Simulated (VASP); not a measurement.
V: relaxation of cell and atoms with PBE

The system is V.

```
V
1.0
     2.48000    0.00000    0.00000
     0.00000    2.48000    0.00000
     0.00000    0.00000    2.48000
V
1
Direct
  0.00000 0.00000 0.00000
```

This isn't the form of V at room conditions, which is bcc.

```json
{
  "Program": "VASP 6.6.1",
  "Task": "relaxation of cell and atoms",
  "Functional": "PBE",
  "Potentials or basis": "VASP PAW PBE potentials, release 64 (V_sv)",
  "Cutoff": "600 eV",
  "k mesh": "10 × 10 × 10",
  "Occupations": "fermi-dirac, width 0.1 eV",
  "Spin": "collinear spin, ferromagnetic start",
  "Starting moments": "[1.5] μB",
  "Target pressure": "30 GPa",
  "Dipole correction": "no",
  "Further INCAR settings": "ALGO = Normal; EDIFF = 1e-06; IBRION = 2; EDIFFG = -0.03; NSW = 80; ISIF = 3"
}
```

The relaxed volume is 12.57 Å³/atom and the relaxed cell is a = 2.325 Å, b = 2.325 Å, c = 2.325 Å, α = 90.00°, β = 90.00°, γ = 90.00°. The space group after relaxing (to 0.1 Å) is Pm-3m (No. 221) and the energy change on relaxing (the run minimises the enthalpy) is +181.5 meV/atom. The ionic steps are 5, the pressure after relaxing is 30.0 GPa and the net moment is 0.00 μB per cell. The valence electrons inside the program's atomic spheres are V 12.01.

The path:
| step | energy change (eV) | largest force (eV/Å) | pressure (GPa) | volume (Å³) |
| --- | --- | --- | --- | --- |
| 1 | 0.0000 | 0.0000 | -3.61 | 15.25 |
| 2 | 1.8378 | 0.0000 | 156.60 | 9.22 |
| 3 | 0.1470 | 0.0000 | 26.44 | 12.76 |
| 4 | 0.1724 | 0.0000 | 29.10 | 12.62 |
| 5 | 0.1815 | 0.0000 | 30.02 | 12.57 |

Final structure:
```
V
1.0
     2.32488    0.00000    0.00000
     0.00000    2.32488    0.00000
     0.00000    0.00000    2.32488
V
1
Direct
  0.00000 0.00000 0.00000
```

Levels at points of the mesh, in eV from the Fermi level:
Spin up:
```tsv
k point	band 5	band 6	band 7	band 8	band 9	band 10
(0.00, 0.00, 0.00)	-6.71	-2.66	-2.66	4.21	4.21	4.21
(0.50, 0.00, 0.00)	-2.30	-1.72	0.02	1.72	1.72	4.44
(0.50, 0.50, 0.00)	-4.50	-0.76	2.27	2.27	5.74	7.25
(0.50, 0.50, 0.50)	-2.53	-2.53	-2.53	5.88	5.88	10.54
```
Spin down:
| k point | band 4 | band 5 | band 6 | band 7 | band 8 | band 9 | band 10 | band 11 |
| --- | --- | --- | --- | --- | --- | --- | --- | --- |
| (0.00, 0.00, 0.00) | -36.76 | -6.71 | -2.66 | -2.66 | 4.21 | 4.21 | 4.21 | 20.24 |
| (0.50, 0.00, 0.00) | -36.61 | -2.30 | -1.72 | 0.02 | 1.72 | 1.72 | 4.44 | 9.39 |
| (0.50, 0.50, 0.00) | -36.47 | -4.50 | -0.76 | 2.27 | 2.27 | 5.74 | 7.25 | 7.25 |
| (0.50, 0.50, 0.50) | -37.89 | -2.53 | -2.53 | -2.53 | 5.88 | 5.88 | 10.54 | 15.88 |

It took 25 s on 1 thread of Intel(R) Xeon(R) 6975P-C (Granite Rapids), on a shared host, peak memory 0.15 GiB.

Caveat: the cell is relaxed towards a set pressure, so the run minimises the enthalpy, not the energy; the volume moved by over 15 % at a fixed basis, so the end points are rough.
